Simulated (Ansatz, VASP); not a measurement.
## HfN: VASP beside Ansatz

The input INCAR:

```
  PREC = Accurate
  ENCUT = 600
  EDIFF = 1E-7
  ISMEAR = 0
  SIGMA = 0.1
  LREAL = F
  LASPH = T
  NELM = 80
  ALGO = Normal
  ISIF = 3
  LWAVE = F
  LCHARG = F
  GGA = PE
  IBRION = 2
  NSW = 100
  EDIFFG = -0.01
```

Contents of KPOINTS:

```
Automatic mesh
0
Gamma
  24 24 18
```

File POSCAR:

```
HfN
1.0
    3.0602806300      0.0000000000      0.0000000000
   -1.5301403100      2.6502807700      0.0000000000
    0.0000000000      0.0000000000      2.9866823300
Hf N
1 1
Direct
    0.0000000000      0.0000000000      0.0000000000
    0.6666666700      0.3333333300      0.5000000000
```

Input for Ansatz:

```yaml
crystal:
  lattice:
    - [3.06028063, 0.0, 0.0]
    - [-1.53014031, 2.65028077, 0.0]
    - [0.0, 0.0, 2.98668233]
  atoms:
    - { symbol: Hf, position: [0.0, 0.0, 0.0] }
    - { symbol: "N", position: [0.66666667, 0.33333333, 0.5] }
basis:
  ecutwfc: 420
kpoints:
  mp_grid: { grid: [24, 24, 18] }
hamiltonian:
  xc: pbe
scf:
  occupations: { method: gaussian, width: 0.1 }
output:
  forces: true
  stress: true
  eigenvalues: true
  write_density: true
  write_potential: true
  elf: true
  volumetric_format: npy
relax:
  adjacent_minimum: "off"
  f_tol: 0.01
  max_steps: 80
  cell: { stress_tol: 0.05 }
```

Change from the starting cell: species swapped into the WC type (P-6m2, No. 187).

Alike in both runs: task relaxation of cell and atoms; functional PBE; k mesh 24 × 24 × 18; occupations gaussian, width 0.1 eV; no spin polarisation.

```csv
,VASP,Ansatz
version,VASP 6.6.1,Ansatz 0.2.0
potentials or method,"VASP PAW PBE potentials, release 64 (Hf_pv, N), cutoff 600 eV","scalar-relativistic, plane waves, PAW"
valence electrons in the cell,15,31
```

|  | VASP | Ansatz | Ansatz less VASP |
| --- | --- | --- | --- |
| gap on the k mesh at the Fermi level, each at its own relaxed structure (eV) | none | none | - |
| relaxed volume (Å³/atom) | 12.01 | 12.11 | +0.104 |
| relaxed cell length with the largest relative difference (Å) | 2.902 | 2.911 | +0.0088 |

A gap of «none» marks a metal or a gap that the smearing closes. VASP's potentials hold 15 valence electrons a cell and Ansatz's 31, so a difference there can come from the potentials and not from the codes.

Spin-orbit coupling is off throughout.
